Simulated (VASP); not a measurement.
# Ca11NbO12 (a cell with a defect) in VASP: settings compared

The runs below take Ca11NbO12 (a cell with a defect) through relaxation of the atoms, single point, with PBEsol, HSE06.

Program: VASP 6.6.1. These are calculated values, not measurements. Logs are shortened: lines on timing, memory, paths and dates and some standing lists are left out, and cuts for length are marked.

**1. The cell of the first run**

The cell holds a defect, 24 atoms: a = 6.742 Å, b = 6.742 Å, c = 10.114 Å, α = 60.00°, β = 60.00°, γ = 60.00°.

**2. Relaxation of the atoms, PBEsol, collinear spin**

File INCAR:

```
PREC = Accurate
ENCUT = 520
EDIFF = 1E-7
ISMEAR = -1
SIGMA = 0.05
LREAL = False
LASPH = True
NELM = 200
ALGO = Normal
ISIF = 2
LWAVE = False
LCHARG = False
ISPIN = 2
MAGMOM = 0.286 0.286 0 0.286 0.286 0 0.286 0.286 0 0 0 0 0 0 0 0 0 0 0 0 0 0 0 0.286
LORBIT = 11
LMAXMIX = 4
GGA = PS
IBRION = 2
NSW = 100
EDIFFG = -0.03
NELECT = 194.0
ISYM = 0
GGA_COMPAT = False
NELMIN = 4
NCORE = 4
```

File KPOINTS:

```
Automatic mesh
0
Gamma
  1 1 1
  0.25 0.25 0.25
```

File POSCAR:

```
Ca11NbO12
1.0
    0.0000000000      4.7676000000      4.7676000000
    4.7676000000      0.0000000000      4.7676000000
    7.1514000000      7.1514000000      0.0000000000
O Ca Nb
12 11 1
Direct
    0.7494060000      0.2476170000      0.1677390000
    0.2525330000      0.7501260000      0.5002060000
    0.7524050000      0.2512160000      0.8338650000
    0.2451990000      0.7516790000      0.1666070000
    0.7507520000      0.2457480000      0.5029610000
    0.2480760000      0.7536610000      0.8359170000
    0.2563960000      0.2513210000      0.4978150000
    0.7486410000      0.7574030000      0.1639520000
    0.7521450000      0.7490750000      0.8299570000
    0.2425760000      0.2570160000      0.1620940000
    0.2476650000      0.2495160000      0.8330520000
    0.7471800000      0.7493560000      0.5025290000
    0.0025580000      0.0007510000      0.0012330000
    0.0002350000      0.0046680000      0.6625000000
    0.9984930000      0.9971520000      0.3353770000
    0.4953120000      0.5006200000      0.0037610000
    0.5016560000      0.5002280000      0.6672360000
    0.9938790000      0.5036280000      0.9999600000
    0.5027300000      0.0005130000      0.3326580000
    0.0032830000      0.4991580000      0.6654210000
    0.4984890000      0.9981280000      0.0020820000
    0.9985330000      0.4938780000      0.3330740000
    0.5025620000      0.0013940000      0.6684170000
    0.4984680000      0.4998240000      0.3347020000
```

Potentials or basis: VASP PAW PBE potentials, release 64 (O, Ca_sv, Nb_sv).

Launch:

```console
> cat potpaw_PBE.64/O/POTCAR potpaw_PBE.64/Ca_sv/POTCAR potpaw_PBE.64/Nb_sv/POTCAR > POTCAR
> mpirun -np 4 vasp_std > vasp.out
```

OUTCAR:

```text
PREC = Accurate
   ENCUT = 520
   EDIFF = 1E-7
   ISMEAR = -1
   LREAL = False
   LASPH = True
   NELM = 200
   ISIF = 2
   ISPIN = 2
   LORBIT = 11
   GGA = PS
   IBRION = 2
   NSW = 100
   EDIFFG = -0.03
   NELECT = 194.0
   ISYM = 0
   NELMIN = 4

 ion  position               nearest neighbor table
   1  0.749  0.248  0.168-  19 2.35  13 2.37  16 2.38  15 2.39  18 2.39  24 2.40
   2  0.253  0.750  0.500-  14 2.37  24 2.38  17 2.38  20 2.38  19 2.39  15 2.39
   3  0.752  0.251  0.834-  20 2.38  17 2.39  13 2.39  14 2.40  16 2.40  21 2.42
   4  0.245  0.752  0.167-  13 2.34  16 2.36  15 2.38  21 2.38  22 2.41  24 2.41
   5  0.751  0.246  0.503-  14 2.33  23 2.35  22 2.36  15 2.38  17 2.39  24 2.41
   6  0.248  0.754  0.836-  13 2.36  16 2.38  23 2.39  18 2.40  17 2.41  14 2.42
[... 16 lines left out ...]
  23  0.503  0.001  0.668-   9 2.35   5 2.35  11 2.36  12 2.39   7 2.39   6 2.39
  24  0.498  0.500  0.335-   7 2.34   2 2.38   1 2.40   5 2.41   4 2.41   8 2.42

IMPORTANT INFORMATION: All symmetrisations will be switched off!
NOSYMM: (Re-)initialisation of all symmetry stuff for point group C_1.

----------------------------------------------------------------------------------------

                                     Primitive cell

  volume of cell :     325.1028

  direct lattice vectors                    reciprocal lattice vectors
     0.000000000  4.767600000  4.767600000    -0.104874570  0.104874570  0.104874570
     4.767600000  0.000000000  4.767600000     0.104874570 -0.104874570  0.104874570
     7.151400000  7.151400000  0.000000000     0.069916380  0.069916380 -0.069916380

  length of vectors
     6.742404580  6.742404580 10.113606870     0.181648084  0.181648084  0.121098722

  position of ions in fractional coordinates (direct lattice)
     0.749406000  0.247617000  0.167739000
     0.252533000  0.750126000  0.500206000
     0.752405000  0.251216000  0.833865000
     0.245199000  0.751679000  0.166607000
     0.750752000  0.245748000  0.502961000
     0.248076000  0.753661000  0.835917000
[... 16 lines left out ...]
     0.502562000  0.001394000  0.668417000
     0.498468000  0.499824000  0.334702000

  ion indices of the primitive-cell ions
   primitive index   ion index
                 1           1
                 2           2
                 3           3
                 4           4
                 5           5
                 6           6
[... 16 lines left out ...]
                23          23
                24          24

----------------------------------------------------------------------------------------

 KPOINTS: Automatic mesh

Automatic generation of k-mesh.
 Grid dimensions read from file:
 generate k-points for:    1    1    1

 Generating k-lattice:

  Cartesian coordinates                     Fractional coordinates (reciprocal lattice)
    -0.104874570  0.104874570  0.104874570     1.000000000  0.000000000  0.000000000
     0.104874570 -0.104874570  0.104874570     0.000000000  1.000000000  0.000000000
     0.069916380  0.069916380 -0.069916380     0.000000000  0.000000000  1.000000000

  Length of vectors
     0.181648084  0.181648084  0.121098722

  Shift w.r.t. Gamma in fractional coordinates (k-lattice)
     0.250000000  0.250000000  0.250000000

 Subroutine IBZKPT returns following result:
 ===========================================

 Found      1 irreducible k-points:

 Following reciprocal coordinates:
            Coordinates               Weight
  0.250000  0.250000  0.250000      2.000000
   k-points           NKPTS =      1   k-points in BZ     NKDIM =      1   number of bands    NBANDS=    117
   number of dos      NEDOS =    301   number of ions     NIONS =     24
   total plane-waves  NPLWV = 200000
   dimension x,y,z NGX =    50 NGY =   50 NGZ =   80
   dimension x,y,z NGXF=   100 NGYF=  100 NGZF=  160
   ions per type =              12  11   1
   NGX,Y,Z   is equivalent  to a cutoff of  12.33, 12.33, 13.15 a.u.
   NGXF,Y,Z  is equivalent  to a cutoff of  24.66, 24.66, 26.30 a.u.
 SYSTEM =  unknown system
   PREC   = accura    normal or accurate (medium, high low for compatibility)
   ISTART =      0    job   : 0-new  1-cont  2-samecut
   ICHARG =      2    charge: 1-file 2-atom 10-const
   ISPIN  =      2    spin polarized calculation?
   LNONCOLLINEAR =      F non collinear calculations
   LSORBIT =      F    spin-orbit coupling
   LASPH  =      T    aspherical Exc in radial PAW
   ENCUT  =  520.0 eV  38.22 Ry    6.18 a.u.  12.54 12.54 18.80*2*pi/ulx,y,z
   NELM   =    200;   NELMIN=  4; NELMDL= -5     # of ELM steps
   EDIFF  = 0.1E-06   stopping-criterion for ELM
   LREAL  =      F    real-space projection
   EDIFFG = -.3E-01   stopping-criterion for IOM
   NSW    =    100    number of steps for IOM
   IBRION =      2    ionic relax: 0-MD 1-quasi-New 2-CG
   NFREE  =      1    steps in history (QN), initial steepest desc. (CG)
   ISIF   =      2    stress and relaxation
   ISYM   =      0    0-nonsym 1-usesym 2-fastsym
   POTIM  = 0.5000    time-step for ionic-motion
   TEBEG  =    0.0;   TEEND  =   0.0 temperature during run
   PSTRESS=    0.0 pullay stress
   NELECT =     194.0000    total number of electrons
   NUPDOWN=      -1.0000    fix difference up-down
   EMIN   =  10.00;   EMAX   =-10.00  energy-range for DOS
   EFERMI =   0.00;   METHOD = LEGACY
   ISMEAR =    -1;   SIGMA  =   0.05  broadening in eV -4-tet -1-fermi 0-gaus
   EFERMI_NEDOS =   21; number of points for ismear=-14 and -15
   IALGO  =     38    algorithm
   IMIX   =      4    mixing-type and parameters
     AMIX     =   0.40;   BMIX     =  1.00
     AMIX_MAG =   1.60;   BMIX_MAG =  1.00
  volume/ion in A,a.u.               =      13.55        91.41
  Fermi-wavevector in a.u.,A,eV,Ry     =   1.378273  2.604558 25.846115  1.899636
  Thomas-Fermi vector in A             =   2.503349
   LORBIT       =     11    0 simple, 1 ext, 2 COOP (PROOUT), +10 PAW based schemes
   GGA     = PS    functional components
   LHFCALC =     F    Hartree Fock is set to
   AEXX    =    0.0000 exact exchange contribution
   IVDW    =     0    specifies the selected vdW correction
   LEPSILON=     F    determine dielectric tensor
   LRPA    =     F    only Hartree local field effects (RPA)
 conjugate gradient relaxation of ions
 spin polarized calculation
  energy-cutoff  :      520.00
  volume of cell :      325.10
 maximum number of plane-waves:      8768
 NGX is ok and might be reduce to    50
   NGX = 25   NGY = 25   NGZ = 37

--------------------------------------- Ionic step        1  -------------------------------------------

 number of electron     194.0000008 magnetization       2.0000005

 Free energy of the ion-electron system (eV)
  ---------------------------------------------------
  ext. energy  EPLUGINS =         0.00000000
  ---------------------------------------------------
  free energy    TOTEN  =      -170.39940291 eV

  energy without entropy =     -170.33305869  energy(sigma->0) =     -170.36623080

------------------------ aborting loop because EDIFF is reached ----------------------------------------

  FORCE on cell =-STRESS in cart. coord.  units (eV):
  Direction    XX          YY          ZZ          XY          YZ          ZX
  --------------------------------------------------------------------------------------
  -------------------------------------------------------------------------------------
  Total      -12.7801344    -11.7489519    -14.0239794     -1.6107431      0.2367177      0.0543288
  in kB      -62.9832859    -57.9013939    -69.1132250     -7.9380928      1.1665962      0.2677440
  external PRESSURE =     -63.3326349 kB  Pullay stress =       0.0000000 kB
[... 155 lines left out ...]
  FREE ENERGIE OF THE ION-ELECTRON SYSTEM (eV)
  ---------------------------------------------------
  free  energy   TOTEN  =      -171.3979413856 eV

  energy  without entropy=     -171.3394432064  energy(sigma->0) =     -171.36869230

[... ionic steps 4 to 11 ...]

--------------------------------------- Ionic step       12  -------------------------------------------

 number of electron     194.0000005 magnetization       1.9851022

------------------------ aborting loop because EDIFF is reached ----------------------------------------

  FORCE on cell =-STRESS in cart. coord.  units (eV):
  Direction    XX          YY          ZZ          XY          YZ          ZX
  --------------------------------------------------------------------------------------
  -------------------------------------------------------------------------------------
  Total      -12.3248204    -11.3228401    -12.2772199     -1.4077105      0.2751787      0.3179477
  in kB      -60.7393993    -55.8014221    -60.5048140     -6.9375042      1.3561404      1.5669153
  external PRESSURE =     -59.0152118 kB  Pullay stress =       0.0000000 kB
[... 101 lines left out ...]
  energy  without entropy=     -171.6044381080  energy(sigma->0) =     -171.61713833

--------------------------------------- Ionic step       14  -------------------------------------------

 number of electron     194.0000005 magnetization       1.9871733

 Free energy of the ion-electron system (eV)
  ---------------------------------------------------
  ext. energy  EPLUGINS =         0.00000000
  ---------------------------------------------------
  free energy    TOTEN  =      -171.63066513 eV

  energy without entropy =     -171.60774574  energy(sigma->0) =     -171.61920544

 E-fermi :   5.9157     XC(G=0): -10.8992

 val. band max:        5.7752953125   @ k =   0.2500   0.2500   0.2500
 cond. band min:       6.0623410261   @ k =   0.2500   0.2500   0.2500
 fundamental gap:      0.2870457136
 Fermi energy:         5.9157110860

 spin component 1

 k-point     1 :       0.2500    0.2500    0.2500
  band No.  band energies     occupation
      1     -50.7165      1.00000
      2     -34.8855      1.00000
      3     -34.8626      1.00000
      4     -34.5079      1.00000
      5     -34.4218      1.00000
      6     -34.3918      1.00000
[... 101 lines left out ...]
    108       8.6631      0.00000
    109       8.8902      0.00000
 Fermi energy:         5.9157110860

 spin component 2

 k-point     1 :       0.2500    0.2500    0.2500
  band No.  band energies     occupation
      1     -49.9702      1.00000
      2     -34.8668      1.00000
      3     -34.8440      1.00000
      4     -34.4951      1.00000
      5     -34.4107      1.00000
      6     -34.3799      1.00000
[... 101 lines left out ...]
    108       8.8686      0.00000
    109       9.1199      0.00000
 [bands above 109 left out]

------------------------ aborting loop because EDIFF is reached ----------------------------------------

  FORCE on cell =-STRESS in cart. coord.  units (eV):
  Direction    XX          YY          ZZ          XY          YZ          ZX
  --------------------------------------------------------------------------------------
  -------------------------------------------------------------------------------------
  Total      -12.2283418    -11.3083826    -12.3444564     -1.4150388      0.2692874      0.3118995
  in kB      -60.2639320    -55.7301725    -60.8361697     -6.9736192      1.3271072      1.5371088
  external PRESSURE =     -58.9434248 kB  Pullay stress =       0.0000000 kB
[... 39 lines left out ...]
  FREE ENERGIE OF THE ION-ELECTRON SYSTEM (eV)
  ---------------------------------------------------
  free  energy   TOTEN  =      -171.6306651306 eV

  energy  without entropy=     -171.6077457425  energy(sigma->0) =     -171.61920544

 reached required accuracy - stopping structural energy minimisation

 total charge

# of ion       s       p       d       tot
------------------------------------------
    1        1.546   3.433   0.000   4.978
    2        1.546   3.432   0.000   4.978
    3        1.545   3.430   0.000   4.975
    4        1.544   3.426   0.000   4.970
    5        1.544   3.425   0.000   4.970
    6        1.545   3.430   0.000   4.975
[... 16 lines left out ...]
   23        2.040   5.876   0.312   8.227
   24        2.137   6.026   2.229  10.393
--------------------------------------------------
tot         43.103 111.809   5.655 160.567

 magnetization (x)

# of ion       s       p       d       tot
------------------------------------------
    1       -0.001   0.002   0.000   0.002
    2       -0.001   0.002   0.000   0.002
    3       -0.000   0.001   0.000   0.001
    4       -0.001   0.011   0.000   0.011
    5       -0.001   0.012   0.000   0.011
    6        0.000   0.001   0.000   0.001
[... 16 lines left out ...]
   23        0.000  -0.000   0.013   0.013
   24        0.008   0.008   1.080   1.096
--------------------------------------------------
tot          0.012   0.060   1.280   1.352
```

Wall time 5.9 min (4 MPI ranks of Intel Xeon 6975P-C (Granite Rapids), shared host); peak memory 0.27 GiB.

Results:

| Quantity | Value |
| --- | --- |
| Free energy | -171.6307 eV |
| Energy gained by relaxing | 51.3 meV/atom |
| Ionic steps | 14 |
| Largest force after relaxing | 0.023 eV/Å |
| Net moment | 1.99 μB per cell |
| Site moments | O +0.00, +0.01, -0.00; Ca +0.02, +0.04, +0.01, +0.03; Nb +1.10 μB |
| Valence electrons inside the program's atomic spheres | O 4.98, 4.97; Ca 8.21, 8.24, 8.22, 8.23; Nb 10.39 |

Forces in eV/Å, atoms in the order of the input:
```
O    0.004 -0.005 -0.002
O   -0.004  0.004  0.005
O   -0.003  0.009  0.002
O   -0.004  0.001 -0.006
O    0.001  0.005  0.000
O    0.010 -0.003  0.004
O   -0.005 -0.002  0.003
O   -0.001 -0.006  0.019
O    0.006  0.006 -0.007
O   -0.001 -0.007 -0.022
O   -0.007 -0.006  0.007
O   -0.008 -0.001  0.012
Ca  -0.007 -0.007  0.000
Ca   0.001  0.008  0.001
Ca   0.003  0.007 -0.009
Ca   0.003  0.001 -0.020
Ca   0.005  0.001  0.009
Ca   0.005 -0.007 -0.002
Ca  -0.003  0.001 -0.005
Ca  -0.005 -0.001  0.011
Ca   0.010  0.002  0.003
Ca  -0.004 -0.006 -0.009
Ca  -0.005  0.005  0.004
Nb   0.010  0.002  0.002
```

Step by step:
```csv
step,energy change (eV),largest force (eV/Å),pressure (GPa)
1,0.0000,2.1581,-6.33
2,-0.8580,1.1534,-6.44
3,-0.9985,0.8300,-6.19
4,-1.1888,0.2704,-6.06
5,-1.2001,0.2246,-5.97
6,-1.2153,0.1293,-5.96
7,-1.2197,0.1133,-5.93
8,-1.2243,0.0768,-5.92
9,-1.2251,0.0845,-5.92
10,-1.2281,0.0656,-5.91
11,-1.2286,0.0744,-5.91
12,-1.2304,0.0457,-5.90
13,-1.2304,0.0479,-5.90
14,-1.2313,0.0227,-5.89
```

Final structure:
```
O Ca Nb
1.0
     0.00000    4.76760    4.76760
     4.76760    0.00000    4.76760
     7.15140    7.15140    0.00000
O Ca Nb
12 11 1
Direct
  0.72545 0.27359 0.18303
  0.27362 0.72737 0.48389
  0.75583 0.24497 0.83332
  0.25875 0.74027 0.17489
  0.74023 0.26135 0.49176
  0.24310 0.75603 0.83351
  0.27344 0.27332 0.48377
  0.72519 0.72716 0.18371
  0.75631 0.75509 0.82785
  0.25277 0.25215 0.16555
  0.24266 0.24593 0.83924
  0.74664 0.74932 0.50142
  0.00410 0.99998 0.99806
  0.99488 0.00116 0.66887
  0.99969 0.00087 0.33330
  0.49862 0.50256 0.00037
  0.50071 0.49870 0.66625
  0.00102 0.49949 0.99991
  0.49957 0.00065 0.33346
  0.99815 0.50142 0.66718
  0.49763 0.99745 0.00245
  0.99983 0.50074 0.33350
  0.50139 0.00361 0.66438
  0.49958 0.50050 0.33344
```

Levels at points of the mesh, in eV from the Fermi level:
Spin up:
```csv
k point,band 94,band 95,band 96,band 97,band 98,band 99,band 100,band 101,band 102,band 103
"(0.25, 0.25, 0.25)",-3.69,-3.45,-3.39,-0.46,-0.14,0.15,1.27,1.49,1.62,1.75
```
Spin down:
| k point | band 92 | band 93 | band 94 | band 95 | band 96 | band 97 | band 98 | band 99 | band 100 | band 101 |
| --- | --- | --- | --- | --- | --- | --- | --- | --- | --- | --- |
| (0.25, 0.25, 0.25) | -3.83 | -3.73 | -3.68 | -3.44 | -3.39 | 0.25 | 0.62 | 0.79 | 1.55 | 1.65 |

Caveat: the k points lie up to 1.14 Å⁻¹ apart; the cell carries a net charge on a neutralising background, which shifts energy and pressure; the cell is charged against a uniform background, so pressure and absolute levels hang on convention; the PAW data sets were made with another functional, which shifts forces and pressure a little.

(Part 1 of 2 ends here.)
